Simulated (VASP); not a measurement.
# Si (P6_3/mmc) in VASP: notebook, part 2 of 2

VASP 6.6.1. Earlier steps stand in the parts before.

## Step 3: Relaxation of the atoms, PBE (strained cell)

The input, INCAR:

```
SYSTEM = Si
ALGO = Normal
EDIFF = 1E-7
EDIFFG = -0.002
ENCUT = 520
GGA = PE
IBRION = 2
ISIF = 2
ISMEAR = 0
LASPH = .True.
LCHARG = .False.
LREAL = .False.
LWAVE = .False.
NELM = 80
NSW = 60
PREC = Accurate
SIGMA = 0.02
```

The input, KPOINTS:

```
k-points
0
Gamma
  9 9 6
  0 0 0
```

The input, POSCAR:

```
Si
1.0
    3.8705962637      0.0000000000      0.0000000000
   -1.9352981318      3.3520346921      0.0000000000
    0.0000000000      0.0000000000      6.3575796213
Si
4
Direct
    0.3333333333      0.6666666667     -0.0005788517
    0.6666666667      0.3333333333      0.4994211483
    0.3333333333      0.6666666667      0.3745788517
    0.6666666667      0.3333333333      0.8745788517
```

Potentials or basis: VASP PAW PBE potentials, release 64 (Si).

Launch:

```
cat potpaw_PBE.64/Si/POTCAR > POTCAR
mpirun -np 1 vasp_std > vasp.out
```

OUTCAR:

```text
SYSTEM = Si
   EDIFF = 1E-7
   EDIFFG = -0.002
   ENCUT = 520
   GGA = PE
   IBRION = 2
   ISIF = 2
   ISMEAR = 0
   LASPH = .True.
   LREAL = .False.
   NELM = 80
   NSW = 60
   PREC = Accurate

 ion  position               nearest neighbor table
   1  0.333  0.667  0.999-   4 2.37   4 2.37   4 2.37   3 2.39
   2  0.667  0.333  0.499-   3 2.37   3 2.37   3 2.37   4 2.39
   3  0.333  0.667  0.375-   2 2.37   2 2.37   2 2.37   1 2.39
   4  0.667  0.333  0.875-   1 2.37   1 2.37   1 2.37   2 2.39

  LATTYP: Found a hexagonal cell.
 ALAT       =     3.8705962637
 C/A-ratio  =     1.6425323615

  Lattice vectors:

 A1 = (   3.8705962637,   0.0000000000,   0.0000000000)
 A2 = (  -1.9352981318,   3.3520346921,   0.0000000000)
 A3 = (   0.0000000000,   0.0000000000,   6.3575796213)

Analysis of symmetry for initial positions (statically):
=====================================================================
 Subroutine PRICEL returns:
 Original cell was already a primitive cell.

 Routine SETGRP: Setting up the symmetry group for a
 hexagonal supercell.

 Subroutine GETGRP returns: Found 24 space group operations
 (whereof  6 operations were pure point group operations)
 out of a pool of 24 trial point group operations.

The static configuration has the point symmetry C_3v.
 The point group associated with its full space group is D_6h.

Analysis of symmetry for dynamics (positions and initial velocities):
=====================================================================
 Subroutine PRICEL returns:
 Original cell was already a primitive cell.

 Routine SETGRP: Setting up the symmetry group for a
 hexagonal supercell.

 Subroutine GETGRP returns: Found 24 space group operations
 (whereof  6 operations were pure point group operations)
 out of a pool of 24 trial point group operations.

The dynamic configuration has the point symmetry C_3v.
 The point group associated with its full space group is D_6h.

 Subroutine INISYM returns: Found 24 space group operations
 (whereof  6 operations are pure point group operations),
 and found     1 'primitive' translations

----------------------------------------------------------------------------------------

                                     Primitive cell

  volume of cell :      82.4856

  direct lattice vectors                    reciprocal lattice vectors
     3.870596264  0.000000000  0.000000000     0.258358127  0.149163134  0.000000000
    -1.935298132  3.352034692  0.000000000     0.000000000  0.298326268  0.000000000
     0.000000000  0.000000000  6.357579621     0.000000000  0.000000000  0.157292564

  length of vectors
     3.870596264  3.870596264  6.357579621     0.298326268  0.298326268  0.157292564

  position of ions in fractional coordinates (direct lattice)
     0.333333333  0.666666667  0.999421148
     0.666666667  0.333333333  0.499421148
     0.333333333  0.666666667  0.374578852
     0.666666667  0.333333333  0.874578852

  ion indices of the primitive-cell ions
   primitive index   ion index
                 1           1
                 2           2
                 3           3
                 4           4

----------------------------------------------------------------------------------------

 KPOINTS: k-points

[... 55 lines left out ...]
   NGX,Y,Z   is equivalent  to a cutoff of  12.89, 12.89, 12.55 a.u.
   NGXF,Y,Z  is equivalent  to a cutoff of  25.77, 25.77, 25.10 a.u.
 SYSTEM =  Si
   PREC   = accura    normal or accurate (medium, high low for compatibility)
   ISTART =      0    job   : 0-new  1-cont  2-samecut
   ICHARG =      2    charge: 1-file 2-atom 10-const
   ISPIN  =      1    spin polarized calculation?
   LNONCOLLINEAR =      F non collinear calculations
   LSORBIT =      F    spin-orbit coupling
   LASPH  =      T    aspherical Exc in radial PAW
   ENCUT  =  520.0 eV  38.22 Ry    6.18 a.u.   7.20  7.20 11.82*2*pi/ulx,y,z
   NELM   =     80;   NELMIN=  2; NELMDL= -5     # of ELM steps
   EDIFF  = 0.1E-06   stopping-criterion for ELM
   LREAL  =      F    real-space projection
   EDIFFG = -.2E-02   stopping-criterion for IOM
   NSW    =     60    number of steps for IOM
   IBRION =      2    ionic relax: 0-MD 1-quasi-New 2-CG
   NFREE  =      1    steps in history (QN), initial steepest desc. (CG)
   ISIF   =      2    stress and relaxation
   ISYM   =      2    0-nonsym 1-usesym 2-fastsym
   POTIM  = 0.5000    time-step for ionic-motion
   TEBEG  =    0.0;   TEEND  =   0.0 temperature during run
   PSTRESS=    0.0 pullay stress
   NELECT =      16.0000    total number of electrons
   NUPDOWN=      -1.0000    fix difference up-down
   EMIN   =  10.00;   EMAX   =-10.00  energy-range for DOS
   EFERMI =   0.00;   METHOD = LEGACY
   ISMEAR =     0;   SIGMA  =   0.02  broadening in eV -4-tet -1-fermi 0-gaus
   EFERMI_NEDOS =   21; number of points for ismear=-14 and -15
   IALGO  =     38    algorithm
   IMIX   =      4    mixing-type and parameters
     AMIX     =   0.40;   BMIX     =  1.00
     AMIX_MAG =   1.60;   BMIX_MAG =  1.00
  volume/ion in A,a.u.               =      20.62       139.16
  Fermi-wavevector in a.u.,A,eV,Ry     =   0.947666  1.790830 12.219003  0.898071
  Thomas-Fermi vector in A             =   2.075781
   LORBIT       =      0    0 simple, 1 ext, 2 COOP (PROOUT), +10 PAW based schemes
   GGA     = PE    functional components
   LHFCALC =     F    Hartree Fock is set to
   AEXX    =    0.0000 exact exchange contribution
   IVDW    =     0    specifies the selected vdW correction
   LEPSILON=     F    determine dielectric tensor
   LRPA    =     F    only Hartree local field effects (RPA)
 conjugate gradient relaxation of ions
 non-spin polarized calculation
 Gauss-broadening in eV      SIGMA  =   0.02
  energy-cutoff  :      520.00
  volume of cell :       82.49
 maximum number of plane-waves:      2240
 NGX is ok and might be reduce to    30
   NGX = 15   NGY = 15   NGZ = 23

--------------------------------------- Ionic step        1  -------------------------------------------

 number of electron      16.0000001 magnetization

 Free energy of the ion-electron system (eV)
  ---------------------------------------------------
  ext. energy  EPLUGINS =         0.00000000
  ---------------------------------------------------
  free energy    TOTEN  =       -21.65045770 eV

  energy without entropy =      -21.65045770  energy(sigma->0) =      -21.65045770

------------------------ aborting loop because EDIFF is reached ----------------------------------------

  FORCE on cell =-STRESS in cart. coord.  units (eV):
  Direction    XX          YY          ZZ          XY          YZ          ZX
  --------------------------------------------------------------------------------------
  -------------------------------------------------------------------------------------
  Total       -0.5776486     -0.5776486     -0.1090824     -0.0000000      0.0000000      0.0000000
  in kB      -11.2200839    -11.2200839     -2.1187861     -0.0000000      0.0000000      0.0000000
  external PRESSURE =      -8.1863179 kB  Pullay stress =       0.0000000 kB
[... 63 lines left out ...]
--------------------------------------- Ionic step        3  -------------------------------------------

 number of electron      16.0000001 magnetization

 Free energy of the ion-electron system (eV)
  ---------------------------------------------------
  ext. energy  EPLUGINS =         0.00000000
  ---------------------------------------------------
  free energy    TOTEN  =       -21.65048316 eV

  energy without entropy =      -21.65048316  energy(sigma->0) =      -21.65048316

 E-fermi :   5.8440     XC(G=0):  -9.2881

 val. band max:        5.7588666807   @ k =   0.0000   0.0000   0.0000
 cond. band min:       6.2483521746   @ k =   0.4444  -0.0000   0.0000
 fundamental gap:      0.4894854939
 Fermi energy:         5.8439696532

 k-point     1 :       0.0000    0.0000    0.0000
  band No.  band energies     occupation
      1      -6.2401      2.00000
      2      -3.9858      2.00000
      3      -1.2991      2.00000
      4       4.2560      2.00000
      5       4.2560      2.00000
      6       5.4771      2.00000
      7       5.7589      2.00000
      8       5.7589      2.00000
      9       6.6686      0.00000
     10       7.7650      0.00000
     11       7.7650      0.00000
     12       8.1693      0.00000
[... 331 lines left out ...]
 k-point    24 :       0.3333    0.3333    0.1667
  band No.  band energies     occupation
      1      -3.1210      2.00000
      2      -3.1210      2.00000
      3      -0.9618      2.00000
      4      -0.9618      2.00000
      5       0.8120      2.00000
      6       2.3490      2.00000
      7       2.6521      2.00000
      8       2.6521      2.00000
      9       7.1094      0.00000
     10       9.5034      0.00000
     11       9.5034      0.00000
     12      11.1609      0.00000

 [... further k-points ...]
[... 5 lines left out ...]
  --------------------------------------------------------------------------------------
  -------------------------------------------------------------------------------------
  Total       -0.5925975     -0.5925975     -0.0811270     -0.0000000      0.0000000      0.0000000
  in kB      -11.5104476    -11.5104476     -1.5757886     -0.0000000      0.0000000      0.0000000
  external PRESSURE =      -8.1988946 kB  Pullay stress =       0.0000000 kB
[... 19 lines left out ...]
  FREE ENERGIE OF THE ION-ELECTRON SYSTEM (eV)
  ---------------------------------------------------
  free  energy   TOTEN  =       -21.6504831561 eV

  energy  without entropy=      -21.6504831561  energy(sigma->0) =      -21.65048316

 reached required accuracy - stopping structural energy minimisation
```

OSZICAR:

```text
N       E                     dE             d eps       ncg     rms          rms(c)
DAV:   1     0.343549962967E+02    0.34355E+02   -0.61447E+03  1152   0.108E+03
DAV:   2    -0.193882476189E+02   -0.53743E+02   -0.49815E+02  1640   0.147E+02
DAV:   3    -0.219358434973E+02   -0.25476E+01   -0.25038E+01  1532   0.301E+01
[... 15 lines left out ...]
DAV:   3    -0.216504820456E+02    0.75545E-07   -0.56277E-07  1352   0.636E-03
   2 F= -.21650482E+02 E0= -.21650482E+02  d E =-.243501E-04
       N       E                     dE             d eps       ncg     rms          rms(c)
DAV:   1    -0.216504830237E+02   -0.90256E-06   -0.26075E-05  1264   0.328E-02    0.242E-03
DAV:   2    -0.216504831597E+02   -0.13600E-06   -0.14343E-06  1408   0.848E-03    0.755E-04
DAV:   3    -0.216504831561E+02    0.35725E-08   -0.18627E-08   652   0.123E-03
   3 F= -.21650483E+02 E0= -.21650483E+02  d E =-.254606E-04
```

It took 64 s on 1 thread of Intel Xeon Platinum 8488C (Sapphire Rapids), shared host; peak memory 0.2 GiB.

What came out:

| Item | Value |
| --- | --- |
| Free energy | -21.6505 eV |
| Energy gained by relaxing | 0.0 meV/atom |
| Ionic steps | 3 |
| Pressure after relaxing | -0.8 GPa |
| Band gap on the k mesh | 0.49 eV, indirect (least direct gap 0.91 eV) |

Stress tensor (GPa, compression positive):
```
-1.15  0.00  0.00
 0.00 -1.15  0.00
 0.00  0.00 -0.16
```

Final structure:
```xyz
4
Lattice="3.8706 0.0000 0.0000 -1.9353 3.3520 0.0000 0.0000 0.0000 6.3576" Properties=species:S:1:pos:R:3 pbc="T T T"
Si    0.0000    2.2347    6.3546
Si    1.9353    1.1173    3.1758
Si    0.0000    2.2347    2.3807
Si    1.9353    1.1173    5.5595
```

Caveat: the cell differs from its parent crystal (strained cell).
